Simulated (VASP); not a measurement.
# Ru (Pm-3m) in VASP: notebook

Runs on Ru. Level: PBE. Tasks: single point.

All numbers are computed with VASP 6.6.1; they aren't measurements. Logs are shortened: lines on timing, memory, paths and dates and some standing lists are left out, and cuts for length are marked.

### 1 The cell of the first run

Symmetry: Pm-3m, No. 221, cubic system. Conventional cell: a = 2.231 Å, b = 2.231 Å, c = 2.231 Å, α = 90.00°, β = 90.00°, γ = 90.00°. Ru (site symmetry m-3m) has 6 Ru at 2.23 Å within 2.9 Å.

### 2 Single point, PBE (volume scaled by 0.7)

Contents of INCAR:

```
  ALGO = Normal
  EDIFF = 1E-7
  ENCUT = 520
  GGA = PE
  ISIF = 2
  ISMEAR = -1
  LASPH = True
  LCHARG = True
  LELF = True
  LREAL = False
  LVHAR = True
  LWAVE = False
  NBANDS = 13
  NELM = 100
  PREC = Accurate
  SIGMA = 0.1
```

Contents of KPOINTS:

```
k-points
0
Gamma
  15 15 15
```

Contents of POSCAR:

```
Ru
1.0
    2.2305199075      0.0000000000      0.0000000000
    0.0000000000      2.2305199075      0.0000000000
    0.0000000000      0.0000000000      2.2305199075
Ru
1
Direct
    0.0000000000      0.0000000000      0.0000000000
```

Potentials or basis: VASP PAW PBE potentials, release 64 (Ru_pv).

On the command line:

```sh
$ cat potpaw_PBE.64/Ru_pv/POTCAR > POTCAR
$ mpirun -np 1 vasp_std > vasp.out
```

OUTCAR:

```text
EDIFF = 1E-7
   ENCUT = 520
   GGA = PE
   ISIF = 2
   ISMEAR = -1
   LASPH = True
   LREAL = False
   NELM = 100
   PREC = Accurate

 ion  position               nearest neighbor table
   1  0.000  0.000  0.000-

  LATTYP: Found a simple cubic cell.
 ALAT       =     2.2305199075

  Lattice vectors:

 A1 = (   2.2305199075,   0.0000000000,   0.0000000000)
 A2 = (   0.0000000000,   2.2305199075,   0.0000000000)
 A3 = (   0.0000000000,   0.0000000000,   2.2305199075)

Analysis of symmetry for initial positions (statically):
=====================================================================
 Subroutine PRICEL returns:
 Original cell was already a primitive cell.

 Routine SETGRP: Setting up the symmetry group for a
 simple cubic supercell.

 Subroutine GETGRP returns: Found 48 space group operations
 (whereof 48 operations were pure point group operations)
 out of a pool of 48 trial point group operations.

The static configuration has the point symmetry O_h .

Analysis of symmetry for dynamics (positions and initial velocities):
=====================================================================
 Subroutine PRICEL returns:
 Original cell was already a primitive cell.

 Routine SETGRP: Setting up the symmetry group for a
 simple cubic supercell.

 Subroutine GETGRP returns: Found 48 space group operations
 (whereof 48 operations were pure point group operations)
 out of a pool of 48 trial point group operations.

The dynamic configuration has the point symmetry O_h .

 Subroutine INISYM returns: Found 48 space group operations
 (whereof 48 operations are pure point group operations),
 and found     1 'primitive' translations

----------------------------------------------------------------------------------------

                                     Primitive cell

  volume of cell :      11.0973

  direct lattice vectors                    reciprocal lattice vectors
     2.230519908  0.000000000  0.000000000     0.448325969  0.000000000  0.000000000
     0.000000000  2.230519908  0.000000000     0.000000000  0.448325969  0.000000000
     0.000000000  0.000000000  2.230519908     0.000000000  0.000000000  0.448325969

  length of vectors
     2.230519908  2.230519908  2.230519908     0.448325969  0.448325969  0.448325969

  position of ions in fractional coordinates (direct lattice)
     0.000000000  0.000000000  0.000000000

  ion indices of the primitive-cell ions
   primitive index   ion index
                 1           1

----------------------------------------------------------------------------------------

 KPOINTS: k-points

Automatic generation of k-mesh.
 Grid dimensions read from file:
 generate k-points for:   15   15   15

 Generating k-lattice:

  Cartesian coordinates                     Fractional coordinates (reciprocal lattice)
     0.029888398  0.000000000  0.000000000     0.066666667  0.000000000  0.000000000
     0.000000000  0.029888398  0.000000000     0.000000000  0.066666667  0.000000000
     0.000000000  0.000000000  0.029888398     0.000000000  0.000000000  0.066666667

  Length of vectors
     0.029888398  0.029888398  0.029888398

  Shift w.r.t. Gamma in fractional coordinates (k-lattice)
     0.000000000  0.000000000  0.000000000

 Subroutine IBZKPT returns following result:
 ===========================================

 Found    120 irreducible k-points:

 Following reciprocal coordinates:
            Coordinates               Weight
  0.000000  0.000000  0.000000      1.000000
  0.066667  0.000000  0.000000      6.000000
  0.133333  0.000000  0.000000      6.000000
  0.200000  0.000000  0.000000      6.000000
  0.266667  0.000000  0.000000      6.000000
  0.333333  0.000000  0.000000      6.000000
[... 16 lines left out ...]
  0.266667  0.200000  0.000000     24.000000
  0.333333  0.200000  0.000000     24.000000
 [... further k-points ...]
   k-points           NKPTS =    120   k-points in BZ     NKDIM =    120   number of bands    NBANDS=     13
   number of dos      NEDOS =    301   number of ions     NIONS =      1
   total plane-waves  NPLWV =   5832
   dimension x,y,z NGX =    18 NGY =   18 NGZ =   18
   dimension x,y,z NGXF=    36 NGYF=   36 NGZF=   36
   ions per type =               1
   NGX,Y,Z   is equivalent  to a cutoff of  13.42, 13.42, 13.42 a.u.
   NGXF,Y,Z  is equivalent  to a cutoff of  26.83, 26.83, 26.83 a.u.
 SYSTEM =  unknown system
   PREC   = accura    normal or accurate (medium, high low for compatibility)
   ISTART =      0    job   : 0-new  1-cont  2-samecut
   ICHARG =      2    charge: 1-file 2-atom 10-const
   ISPIN  =      1    spin polarized calculation?
   LNONCOLLINEAR =      F non collinear calculations
   LSORBIT =      F    spin-orbit coupling
   LASPH  =      T    aspherical Exc in radial PAW
   ENCUT  =  520.0 eV  38.22 Ry    6.18 a.u.   4.15  4.15  4.15*2*pi/ulx,y,z
   NELM   =    100;   NELMIN=  2; NELMDL= -5     # of ELM steps
   EDIFF  = 0.1E-06   stopping-criterion for ELM
   LREAL  =      F    real-space projection
   EDIFFG = 0.1E-05   stopping-criterion for IOM
   NSW    =      0    number of steps for IOM
   IBRION =     -1    ionic relax: 0-MD 1-quasi-New 2-CG
   NFREE  =      0    steps in history (QN), initial steepest desc. (CG)
   ISIF   =      2    stress and relaxation
   ISYM   =      2    0-nonsym 1-usesym 2-fastsym
   POTIM  = 0.5000    time-step for ionic-motion
   TEBEG  =    0.0;   TEEND  =   0.0 temperature during run
   PSTRESS=    0.0 pullay stress
   NELECT =      14.0000    total number of electrons
   NUPDOWN=      -1.0000    fix difference up-down
   EMIN   =  10.00;   EMAX   =-10.00  energy-range for DOS
   EFERMI =   0.00;   METHOD = LEGACY
   ISMEAR =    -1;   SIGMA  =   0.10  broadening in eV -4-tet -1-fermi 0-gaus
   EFERMI_NEDOS =   21; number of points for ismear=-14 and -15
   IALGO  =     38    algorithm
   IMIX   =      4    mixing-type and parameters
     AMIX     =   0.40;   BMIX     =  1.00
     AMIX_MAG =   1.60;   BMIX_MAG =  1.00
  volume/ion in A,a.u.               =      11.10        74.89
  Fermi-wavevector in a.u.,A,eV,Ry     =   1.768933  3.342799 42.574320  3.129124
  Thomas-Fermi vector in A             =   2.836022
   LORBIT       =      0    0 simple, 1 ext, 2 COOP (PROOUT), +10 PAW based schemes
   GGA     = PE    functional components
   LHFCALC =     F    Hartree Fock is set to
   AEXX    =    0.0000 exact exchange contribution
   IVDW    =     0    specifies the selected vdW correction
   LEPSILON=     F    determine dielectric tensor
   LRPA    =     F    only Hartree local field effects (RPA)
 non-spin polarized calculation
  energy-cutoff  :      520.00
  volume of cell :       11.10
 maximum number of plane-waves:       308
 NGX is ok and might be reduce to    18
   NGX =  9   NGY =  9   NGZ =  9

 number of electron      13.9999994 magnetization

 Free energy of the ion-electron system (eV)
  ---------------------------------------------------
  ext. energy  EPLUGINS =         0.00000000
  ---------------------------------------------------
  free energy    TOTEN  =        -6.19115568 eV

  energy without entropy =       -6.16046393  energy(sigma->0) =       -6.17580980

 E-fermi :  17.2969     XC(G=0): -15.2230

 val. band max:       17.2929103101   @ k =   0.4000   0.0667   0.0000
 cond. band min:      17.3098900364   @ k =   0.3333   0.0667   0.0667
 fundamental gap:      0.0169797263
 Fermi energy:        17.2968908210

 k-point     1 :       0.0000    0.0000    0.0000
  band No.  band energies     occupation
      1     -25.2984      2.00000
      2     -25.2984      2.00000
      3     -25.2984      2.00000
      4       8.0490      2.00000
      5       8.7246      2.00000
      6       8.7246      2.00000
      7      20.0973      0.00000
      8      20.0973      0.00000
      9      20.0973      0.00000
     10      27.9180      0.00000
     11      36.7759      0.00000
     12      36.7759      0.00000
     13      36.7759      0.00000

 k-point     2 :       0.0667    0.0000    0.0000
  band No.  band energies     occupation
      1     -25.4421      2.00000
      2     -25.2862      2.00000
      3     -25.2862      2.00000
      4       8.2259      2.00000
      5       8.7725      2.00000
      6       8.9941      2.00000
      7      19.8234      0.00000
      8      19.8234      0.00000
      9      20.1175      0.00000
     10      27.9180      0.00000
     11      35.8341      0.00000
     12      37.1602      0.00000
     13      37.1602      0.00000

 k-point     3 :       0.1333    0.0000    0.0000
  band No.  band energies     occupation
      1     -25.8387      2.00000
      2     -25.2516      2.00000
      3     -25.2516      2.00000
      4       8.5943      2.00000
      5       8.9103      2.00000
      6       9.9067      2.00000
      7      19.1057      0.00000
      8      19.1057      0.00000
      9      20.1746      0.00000
     10      27.9178      0.00000
     11      33.8276      0.00000
     12      38.1886      0.00000
     13      38.1886      0.00000
[... 305 lines left out ...]
 k-point    23 :       0.2667    0.2000    0.0000
  band No.  band energies     occupation
      1     -26.8830      2.00000
      2     -26.2018      2.00000
      3     -25.0460      2.00000
      4       9.9850      2.00000
      5      11.4094      2.00000
      6      13.1401      2.00000
      7      16.7585      1.99086
      8      17.4468      0.36527
      9      18.6045      0.00000
     10      27.9174      0.00000
     11      31.4692      0.00000
     12      35.2197      0.00000
     13      39.0307      0.00000

 k-point    24 :       0.3333    0.2000    0.0000
  band No.  band energies     occupation
      1     -27.4322      2.00000
      2     -26.1321      2.00000
      3     -24.9899      2.00000
      4      10.3407      2.00000
      5      11.2816      2.00000
      6      13.6531      2.00000
      7      16.6730      1.99610
      8      17.9751      0.00227
      9      18.7234      0.00000
     10      27.9168      0.00000
     11      29.8804      0.00000
     12      36.0664      0.00000
     13      38.2283      0.00000

 [... further k-points ...]
[... 5 lines left out ...]
  --------------------------------------------------------------------------------------
  -------------------------------------------------------------------------------------
  Total       12.5946376     12.5946376     12.5946376      0.0000000      0.0000000     -0.0000000
  in kB     1818.3519542   1818.3519542   1818.3519542      0.0000000      0.0000000     -0.0000000
  external PRESSURE =    1818.3519542 kB  Pullay stress =       0.0000000 kB

 VOLUME and BASIS-vectors are now :
 -----------------------------------------------------------------------------
  energy-cutoff  :      520.00
  volume of cell :       11.10
      direct lattice vectors                 reciprocal lattice vectors
     2.230519908  0.000000000  0.000000000     0.448325969  0.000000000  0.000000000
     0.000000000  2.230519908  0.000000000     0.000000000  0.448325969  0.000000000
     0.000000000  0.000000000  2.230519908     0.000000000  0.000000000  0.448325969

 POSITION                                       TOTAL-FORCE (eV/Angst)
 -----------------------------------------------------------------------------------
      0.00000      0.00000      0.00000         0.000000      0.000000      0.000000
 -----------------------------------------------------------------------------------
    total drift:                                0.000000      0.000000      0.000000

  FREE ENERGIE OF THE ION-ELECTRON SYSTEM (eV)
  ---------------------------------------------------
  free  energy   TOTEN  =        -6.1911556780 eV

  energy  without entropy=       -6.1604639318  energy(sigma->0) =       -6.17580980
```

It took 12 s on 1 thread of Intel Xeon 6975P-C (Granite Rapids), shared host; peak memory 0.12 GiB.

Results:

```
Free energy            : -6.1912 eV
Pressure               : 181.8 GPa
Band gap on the k mesh : zero (band 7 reaches 23.33 eV, above the bottom of band 8 at 15.65 eV)
```

### 3 Single point, PBE (volume scaled by 0.8)

Contents of INCAR:

```
ALGO = Normal
EDIFF = 1E-6
ENCUT = 520
GGA = PE
ISIF = 2
ISMEAR = -1
LASPH = T
LCHARG = F
LREAL = F
LWAVE = F
NBANDS = 13
NELM = 60
PREC = Accurate
SIGMA = 0.1
```

KPOINTS is that of step 2.

Contents of POSCAR:

```
Ru
1.0
    2.3320440668      0.0000000000      0.0000000000
    0.0000000000      2.3320440668      0.0000000000
    0.0000000000      0.0000000000      2.3320440668
Ru
1
Direct
    0.0000000000      0.0000000000      0.0000000000
```

Potentials or basis: VASP PAW PBE potentials, release 64 (Ru_pv).

On the command line:

```sh
$ cat potpaw_PBE.64/Ru_pv/POTCAR > POTCAR
$ mpirun -np 1 vasp_std > vasp.out
```

Run time: 11 s. Hardware: 1 thread of Intel Xeon 6975P-C (Granite Rapids), shared host; peak memory 0.13 GiB.

The run converged. Its results:

```yaml
Free_energy: -7.4554 eV
Pressure: 83.6 GPa
Band_gap_on_the_k_mesh: zero (band 7 reaches 19.40 eV, above the bottom of band 8 at 13.06 eV)
```

Levels at points of the mesh, in eV from the Fermi level:
```csv
k point,band 5,band 6,band 7,band 8,band 9,band 10
"(0.00, 0.00, 0.00)",-7.19,-7.19,2.29,2.29,2.29,10.72
```

### 4 Single point, PBE (volume scaled by 0.8)

Contents of INCAR:

```
SYSTEM = Ru
PREC = Accurate ; ENCUT = 520
EDIFF = 1E-7 ; ISMEAR = -1
SIGMA = 0.1 ; LREAL = .False.
LASPH = .True. ; NELM = 100
ALGO = Normal ; ISIF = 2
LWAVE = .False. ; LCHARG = .False.
GGA = PE ; NBANDS = 13
```

Contents of KPOINTS:

```
Automatic mesh
0
Gamma
  15 15 15
  0 0 0
```

POSCAR is that of step 3.

On the command line:

```sh
$ cat potpaw_PBE.64/Ru_pv/POTCAR > POTCAR
$ mpirun -np 1 vasp_std > vasp.out
```

It took 10 s on 1 thread of Intel Xeon 6975P-C (Granite Rapids), shared host; peak memory 0.13 GiB.

Results (log left out):

| Quantity | Value |
| --- | --- |
| Free energy | -7.4554 eV |
| Pressure | 83.6 GPa |
| Band gap on the k mesh | zero (band 7 reaches 19.40 eV, above the bottom of band 8 at 13.06 eV) |

Levels at points of the mesh, in eV from the Fermi level:
```
           k point  band 3  band 4  band 5  band 6  band 7  band 8  band 9  band 10  band 11  band 12
(0.00, 0.00, 0.00)  -42.52   -8.47   -7.19   -7.19    2.29    2.29    2.29    10.72    18.37    18.37
```

### 5 Single point, PBE (volume scaled by 0.9)

Contents of INCAR:

```
SYSTEM = Ru
ALGO = Normal ; EDIFF = 1E-6
ENCUT = 520 ; GGA = PE
ISIF = 2 ; ISMEAR = -1
LASPH = .TRUE. ; LCHARG = .TRUE.
LELF = .TRUE. ; LREAL = .FALSE.
LVHAR = .TRUE. ; LWAVE = .FALSE.
NBANDS = 13 ; NELM = 60
PREC = Accurate ; SIGMA = 0.1
```

Contents of KPOINTS:

```
k-points
0
G
  15 15 15
  0 0 0
```

Contents of POSCAR:

```
Ru
1.0
    2.4254235690      0.0000000000      0.0000000000
    0.0000000000      2.4254235690      0.0000000000
    0.0000000000      0.0000000000      2.4254235690
Ru
1
Direct
    0.0000000000      0.0000000000      0.0000000000
```

On the command line:

```sh
$ cat potpaw_PBE.64/Ru_pv/POTCAR > POTCAR
$ mpirun -np 1 vasp_std > vasp.out
```

Wall time 11 s (1 thread of Intel Xeon 6975P-C (Granite Rapids), shared host); peak memory 0.13 GiB.

It converged, with:

```yaml
Free_energy: -7.9928 eV
Pressure: 30.0 GPa
Band_gap_on_the_k_mesh: zero (band 7 reaches 16.36 eV, above the bottom of band 8 at 11.04 eV)
```

Levels at points of the mesh, in eV from the Fermi level:
| k point | band 5 | band 6 | band 7 | band 8 | band 9 | band 10 |
| --- | --- | --- | --- | --- | --- | --- |
| (0.00, 0.00, 0.00) | -6.13 | -6.13 | 1.90 | 1.90 | 1.90 | 10.83 |

### 6 The runs side by side

| cell | gap on the mesh (eV) | pressure (GPa) |
| --- | --- | --- |
| a = 2.231 Å, 1 atom | none | 181.8 |
| a = 2.332 Å, 1 atom | none | 83.6 |
| a = 2.425 Å, 1 atom | none | 30.0 |

Alike in all rows: task single point; level PBE; potentials or basis VASP PAW PBE potentials, release 64 (Ru_pv); no spin polarisation; k mesh 15 × 15 × 15; cutoff (eV) 520; smearing fermi-dirac 0.1 eV.

Total energies depend on the potentials used, so only differences within one code and one set of settings carry meaning.
